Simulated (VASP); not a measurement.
# GaSb (F-43m) in VASP: a series of runs

The runs below take GaSb through single point, with HSE06.

Everything below comes from runs of VASP 6.6.1. Logs are shortened: lines on timing, memory, paths and dates and some standing lists are left out, and cuts for length are marked.

## 1. The cell of the first run

It takes space group F-43m (No. 216, cubic). The conventional cell has a = 6.193 Å, b = 6.193 Å, c = 6.193 Å, α = 90.00°, β = 90.00°, γ = 90.00°. Ga (site symmetry -43m) has 4 Sb at 2.68 Å within 3.5 Å. Within 3.5 Å of Sb (site symmetry -43m) lie 4 Ga at 2.68 Å.

## 2. Single point, HSE06 (strain +1.0%)

POSCAR reads:

```
GaSb
1.0
    0.0000000000      3.0965375859      3.0965375859
    3.0965375859      0.0000000000      3.0965375859
    3.0965375859      3.0965375859      0.0000000000
Ga Sb
1 1
Direct
    0.0000000000      0.0000000000      0.0000000000
    0.2500000000      0.2500000000      0.2500000000
```

INCAR.step1 reads:

```
SYSTEM = GaSb
PREC = Accurate
ENCUT = 520
EDIFF = 1E-5
ISMEAR = -1
SIGMA = 0.02
LREAL = .False.
LASPH = .True.
NELM = 80
ALGO = Normal
ISIF = 2
LWAVE = .True.
LCHARG = .False.
NBANDS = 16
GGA = PE
```

INCAR.step2 reads:

```
SYSTEM = GaSb
PREC = Accurate
ENCUT = 520
EDIFF = 1E-7
ISMEAR = -1
SIGMA = 0.02
LREAL = .False.
LASPH = .True.
NELM = 80
ALGO = Normal
ISIF = 2
LWAVE = .False.
LCHARG = .False.
GGA = PE
LHFCALC = .True.
HFSCREEN = 0.2079
PRECFOCK = Normal
NBANDS = 16
ISTART = 1
```

KPOINTS reads:

```
regular mesh
0
Gamma
  6 6 6
  0 0 0
```

Potentials or basis: VASP PAW PBE potentials, release 64 (Ga_d, Sb).

Command:

```bash
$ cat potpaw_PBE.64/Ga_d/POTCAR potpaw_PBE.64/Sb/POTCAR > POTCAR
$ cp INCAR.step1 INCAR
$ mpirun -np 1 vasp_std > vasp.out
$ cp INCAR.step2 INCAR
$ mpirun -np 1 vasp_std > vasp.out
```

OUTCAR:

```text
SYSTEM = GaSb
   PREC = Accurate
   ENCUT = 520
   EDIFF = 1E-7
   ISMEAR = -1
   LREAL = .False.
   LASPH = .True.
   NELM = 80
   ISIF = 2
   GGA = PE
   LHFCALC = .True.
   HFSCREEN = 0.2079
   PRECFOCK = Normal
   ISTART = 1

 ion  position               nearest neighbor table
   1  0.000  0.000  0.000-   2 2.68   2 2.68   2 2.68   2 2.68
   2  0.250  0.250  0.250-   1 2.68   1 2.68   1 2.68   1 2.68

  LATTYP: Found a face centered cubic cell.
 ALAT       =     6.1930751718

  Lattice vectors:

 A1 = (   0.0000000000,   3.0965375859,   3.0965375859)
 A2 = (   3.0965375859,   0.0000000000,   3.0965375859)
 A3 = (   3.0965375859,   3.0965375859,   0.0000000000)

Analysis of symmetry for initial positions (statically):
=====================================================================
 Subroutine PRICEL returns:
 Original cell was already a primitive cell.

 Routine SETGRP: Setting up the symmetry group for a
 face centered cubic supercell.

 Subroutine GETGRP returns: Found 24 space group operations
 (whereof 24 operations were pure point group operations)
 out of a pool of 48 trial point group operations.

The static configuration has the point symmetry T_d .

Analysis of symmetry for dynamics (positions and initial velocities):
=====================================================================
 Subroutine PRICEL returns:
 Original cell was already a primitive cell.

 Routine SETGRP: Setting up the symmetry group for a
 face centered cubic supercell.

 Subroutine GETGRP returns: Found 24 space group operations
 (whereof 24 operations were pure point group operations)
 out of a pool of 48 trial point group operations.

The dynamic configuration has the point symmetry T_d .

 Subroutine INISYM returns: Found 24 space group operations
 (whereof 24 operations are pure point group operations),
 and found     1 'primitive' translations

----------------------------------------------------------------------------------------

                                     Primitive cell

  volume of cell :      59.3826

  direct lattice vectors                    reciprocal lattice vectors
     0.000000000  3.096537586  3.096537586    -0.161470670  0.161470670  0.161470670
     3.096537586  0.000000000  3.096537586     0.161470670 -0.161470670  0.161470670
     3.096537586  3.096537586  0.000000000     0.161470670  0.161470670 -0.161470670

  length of vectors
     4.379165450  4.379165450  4.379165450     0.279675405  0.279675405  0.279675405

  position of ions in fractional coordinates (direct lattice)
     0.000000000  0.000000000  0.000000000
     0.250000000  0.250000000  0.250000000

  ion indices of the primitive-cell ions
   primitive index   ion index
                 1           1
                 2           2

----------------------------------------------------------------------------------------

 KPOINTS: regular mesh

Automatic generation of k-mesh.
 Grid dimensions read from file:
 generate k-points for:    6    6    6

 Generating k-lattice:

  Cartesian coordinates                     Fractional coordinates (reciprocal lattice)
    -0.026911778  0.026911778  0.026911778     0.166666667  0.000000000  0.000000000
     0.026911778 -0.026911778  0.026911778     0.000000000  0.166666667  0.000000000
     0.026911778  0.026911778 -0.026911778     0.000000000  0.000000000  0.166666667

  Length of vectors
     0.046612568  0.046612568  0.046612568

  Shift w.r.t. Gamma in fractional coordinates (k-lattice)
     0.000000000  0.000000000  0.000000000

 Subroutine IBZKPT returns following result:
 ===========================================

 Found     16 irreducible k-points:

 Following reciprocal coordinates:
            Coordinates               Weight
  0.000000  0.000000  0.000000      1.000000
  0.166667  0.000000  0.000000      8.000000
  0.333333  0.000000  0.000000      8.000000
  0.500000  0.000000  0.000000      4.000000
  0.166667  0.166667  0.000000      6.000000
  0.333333  0.166667  0.000000     24.000000
[... 8 lines left out ...]
 -0.333333  0.333333  0.166667     24.000000
 -0.333333  0.500000  0.166667     12.000000
   k-points           NKPTS =     16   k-points in BZ     NKDIM =    216   number of bands    NBANDS=     16
   number of dos      NEDOS =    301   number of ions     NIONS =      2
   total plane-waves  NPLWV =  46656
   dimension x,y,z NGX =    36 NGY =   36 NGZ =   36
   dimension x,y,z NGXF=    72 NGYF=   72 NGZF=   72
   ions per type =               1   1
   NGX,Y,Z   is equivalent  to a cutoff of  13.67, 13.67, 13.67 a.u.
   NGXF,Y,Z  is equivalent  to a cutoff of  27.33, 27.33, 27.33 a.u.
 SYSTEM =  GaSb
   PREC   = accura    normal or accurate (medium, high low for compatibility)
   ISTART =      1    job   : 0-new  1-cont  2-samecut
   ICHARG =      0    charge: 1-file 2-atom 10-const
   ISPIN  =      1    spin polarized calculation?
   LNONCOLLINEAR =      F non collinear calculations
   LSORBIT =      F    spin-orbit coupling
   LASPH  =      T    aspherical Exc in radial PAW
   ENCUT  =  520.0 eV  38.22 Ry    6.18 a.u.   8.14  8.14  8.14*2*pi/ulx,y,z
   NELM   =     80;   NELMIN=  2; NELMDL=  0     # of ELM steps
   EDIFF  = 0.1E-06   stopping-criterion for ELM
   LREAL  =      F    real-space projection
   EDIFFG = 0.1E-05   stopping-criterion for IOM
   NSW    =      0    number of steps for IOM
   IBRION =     -1    ionic relax: 0-MD 1-quasi-New 2-CG
   NFREE  =      0    steps in history (QN), initial steepest desc. (CG)
   ISIF   =      2    stress and relaxation
   ISYM   =      3    0-nonsym 1-usesym 2-fastsym
   POTIM  = 0.5000    time-step for ionic-motion
   TEBEG  =    0.0;   TEEND  =   0.0 temperature during run
   PSTRESS=    0.0 pullay stress
   NELECT =      18.0000    total number of electrons
   NUPDOWN=      -1.0000    fix difference up-down
   EMIN   =  10.00;   EMAX   =-10.00  energy-range for DOS
   EFERMI =   0.00;   METHOD = LEGACY
   ISMEAR =    -1;   SIGMA  =   0.02  broadening in eV -4-tet -1-fermi 0-gaus
   EFERMI_NEDOS =   21; number of points for ismear=-14 and -15
   IALGO  =     38    algorithm
   IMIX   =      1    mixing-type and parameters
     AMIX     =   0.40;   BMIX     =  1.00
     AMIX_MAG =   1.60;   BMIX_MAG =  1.00
  volume/ion in A,a.u.               =      29.69       200.37
  Fermi-wavevector in a.u.,A,eV,Ry     =   1.099713  2.078156 16.454456  1.209368
  Thomas-Fermi vector in A             =   2.236112
   LORBIT       =      0    0 simple, 1 ext, 2 COOP (PROOUT), +10 PAW based schemes
   GGA     = PE    functional components
   LHFCALC =     T    Hartree Fock is set to
   PRECFOCK=normal    Normal, Fast or Accurate (Low or Medium for compatibility)
   ENCUT4O =  -1.0   cutoff for four orbital integrals eV
   NKREDX  =     1    reduce k-point grid by
   NKREDY  =     1    reduce k-point grid by
   NKREDZ  =     1    reduce k-point grid by
   AEXX    =    0.2500 exact exchange contribution
   HFSCREEN=    0.2079 screening length (either q_TF or 0.3 A-1)
   HFSCREENC=   0.2079 screening length for correlation (either q_TF or 0.3 A-1)
   ENCUTFOCK=  -1.0 apply spherical cutoff to Coloumb kernel
   IVDW    =     0    specifies the selected vdW correction
   LEPSILON=     F    determine dielectric tensor
   LRPA    =     F    only Hartree local field effects (RPA)
 non-spin polarized calculation
  energy-cutoff  :      520.00
  volume of cell :       59.38
 maximum number of plane-waves:      1639
 NGX is ok and might be reduce to    36
  NGX = 28; NGY = 28; NGZ = 28

 number of electron      17.9999992 magnetization

 Free energy of the ion-electron system (eV)
  ---------------------------------------------------
  ext. energy  EPLUGINS =         0.00000000
  ---------------------------------------------------
  free energy    TOTEN  =        -8.91352643 eV

  energy without entropy =       -8.91352642  energy(sigma->0) =       -8.91352643

 E-fermi :   4.3969     XC(G=0):  -7.4548

 val. band max:        4.1129799491   @ k =   0.0000   0.0000   0.0000
 cond. band min:       4.6587896118   @ k =   0.0000   0.0000   0.0000
 fundamental gap:      0.5458096627
 Fermi energy:         4.3968712822

 k-point     1 :       0.0000    0.0000    0.0000
  band No.  band energies     occupation
      1     -13.4981      2.00000
      2     -13.4981      2.00000
      3     -13.4981      2.00000
      4     -13.4516      2.00000
      5     -13.4516      2.00000
      6      -8.1804      2.00000
[... 8 lines left out ...]
     15      13.4776      0.00000
     16      13.4776      0.00000

 k-point     2 :       0.1667    0.0000    0.0000
  band No.  band energies     occupation
      1     -13.5019      2.00000
      2     -13.4957      2.00000
      3     -13.4957      2.00000
      4     -13.4519      2.00000
      5     -13.4519      2.00000
      6      -7.8840      2.00000
[... 8 lines left out ...]
     15      12.4986      0.00000
     16      12.4986      0.00000

 k-point     3 :       0.3333    0.0000    0.0000
  band No.  band energies     occupation
      1     -13.5095      2.00000
      2     -13.4913      2.00000
      3     -13.4913      2.00000
      4     -13.4519      2.00000
      5     -13.4519      2.00000
      6      -7.0943      2.00000
[... 8 lines left out ...]
     15      13.0287      0.00000
     16      13.0288      0.00000

 k-point     4 :       0.5000    0.0000    0.0000
  band No.  band energies     occupation
      1     -13.5133      2.00000
      2     -13.4893      2.00000
      3     -13.4893      2.00000
      4     -13.4517      2.00000
      5     -13.4517      2.00000
      6      -6.4779      2.00000
[... 8 lines left out ...]
     15      14.9230      0.00000
     16      14.9230      0.00000
[... 172 lines left out ...]
 k-point    14 :       0.5000    0.3333    0.1667
  band No.  band energies     occupation
      1     -13.5176      2.00000
      2     -13.4864      2.00000
      3     -13.4842      2.00000
      4     -13.4556      2.00000
      5     -13.4506      2.00000
      6      -6.4162      2.00000
[... 8 lines left out ...]
     15      14.0272      0.00000
     16      16.0020      0.00000

 k-point    15 :      -0.3333    0.3333    0.1667
  band No.  band energies     occupation
      1     -13.5194      2.00000
      2     -13.4858      2.00000
      3     -13.4821      2.00000
      4     -13.4552      2.00000
      5     -13.4514      2.00000
      6      -5.8670      2.00000
[... 8 lines left out ...]
     15      15.4499      0.00000
     16      15.6482      0.00000

 k-point    16 :      -0.3333    0.5000    0.1667
  band No.  band energies     occupation
      1     -13.5230      2.00000
      2     -13.4831      2.00000
      3     -13.4794      2.00000
      4     -13.4575      2.00000
      5     -13.4503      2.00000
      6      -5.5754      2.00000
[... 8 lines left out ...]
     15      15.0282      0.00000
     16      16.3725      0.00000

------------------------ aborting loop because EDIFF is reached ----------------------------------------

  FORCE on cell =-STRESS in cart. coord.  units (eV):
  Direction    XX          YY          ZZ          XY          YZ          ZX
  --------------------------------------------------------------------------------------
  -------------------------------------------------------------------------------------
  Total       -0.6732675     -0.6732675     -0.6732675      0.0000000      0.0000000     -0.0000000
  in kB      -18.1651568    -18.1651568    -18.1651568      0.0000000      0.0000000     -0.0000000
  external PRESSURE =     -18.1651568 kB  Pullay stress =       0.0000000 kB

 VOLUME and BASIS-vectors are now :
 -----------------------------------------------------------------------------
  energy-cutoff  :      520.00
  volume of cell :       59.38
      direct lattice vectors                 reciprocal lattice vectors
     0.000000000  3.096537586  3.096537586    -0.161470670  0.161470670  0.161470670
     3.096537586  0.000000000  3.096537586     0.161470670 -0.161470670  0.161470670
     3.096537586  3.096537586  0.000000000     0.161470670  0.161470670 -0.161470670

 POSITION                                       TOTAL-FORCE (eV/Angst)
 -----------------------------------------------------------------------------------
      0.00000      0.00000      0.00000        -0.000000     -0.000000     -0.000000
      1.54827      1.54827      1.54827         0.000000      0.000000      0.000000
 -----------------------------------------------------------------------------------
    total drift:                                0.000011      0.000001      0.000006

  FREE ENERGIE OF THE ION-ELECTRON SYSTEM (eV)
  ---------------------------------------------------
  free  energy   TOTEN  =        -8.9135264342 eV

  energy  without entropy=       -8.9135264231  energy(sigma->0) =       -8.91352643
```

Wall time 2.3 h (1 thread of AMD EPYC 7R43 (Zen 3), shared host); peak memory 0.3 GiB.

Results:

* Free energy: -8.9135 eV
* Pressure: -1.8 GPa
* Band gap on the k mesh: 0.55 eV

Caveat: the cell differs from its parent crystal (strain +1.0%); the PAW data sets were made with another functional, which shifts forces and pressure a little; spin-orbit coupling is left out, which moves the levels of the heavy elements.

## 3. Single point, HSE06 (strain +4.0%)

POSCAR reads:

```
GaSb
1.0
    0.0000000000      3.1885139498      3.1885139498
    3.1885139498      0.0000000000      3.1885139498
    3.1885139498      3.1885139498      0.0000000000
Ga Sb
1 1
Direct
    0.0000000000      0.0000000000      0.0000000000
    0.2500000000      0.2500000000      0.2500000000
```

INCAR.step1 is that of step 2.

INCAR.step2: that of step 2 with these lines changed.

```diff
@@ -3,3 +3,3 @@
 ENCUT = 520
-EDIFF = 1E-7
+EDIFF = 1E-6
 ISMEAR = -1
```

KPOINTS reads:

```
Automatic mesh
0
Gamma
  6 6 6
  0 0 0
```

Potentials or basis: VASP PAW PBE potentials, release 64 (Ga_d, Sb).

Command:

```bash
$ cat potpaw_PBE.64/Ga_d/POTCAR potpaw_PBE.64/Sb/POTCAR > POTCAR
$ cp INCAR.step1 INCAR
$ mpirun -np 1 vasp_std > vasp.out
$ cp INCAR.step2 INCAR
$ mpirun -np 1 vasp_std > vasp.out
```

Wall time 35 min (1 thread of AMD EPYC 9R45 (Zen 5), shared host); peak memory 0.32 GiB.

It converged, with:

```yaml
Free_energy: -8.7927 eV
Pressure: -4.9 GPa
Band_gap_on_the_k_mesh: zero (filled and empty bands touch)
```

Levels at points of the mesh, in eV from the Fermi level:
```tsv
k point	band 6	band 7	band 8	band 9	band 10	band 11	band 12	band 13
(0.00, 0.00, 0.00)	-11.73	-0.18	-0.01	-0.01	-0.01	3.46	3.46	3.46
(0.50, 0.00, 0.00)	-10.25	-6.33	-1.06	-1.06	0.73	4.42	4.42	7.27
(0.50, 0.50, 0.00)	-9.51	-6.84	-2.38	-2.38	1.54	1.99	9.01	9.01
```

Caveat: the cell differs from its parent crystal (strain +4.0%); the cell stands under tension; the PAW data sets were made with another functional, which shifts forces and pressure a little; spin-orbit coupling is left out, which moves the levels of the heavy elements.

The gap in the log of VASP goes by the Fermi energy; the results here count the filled bands.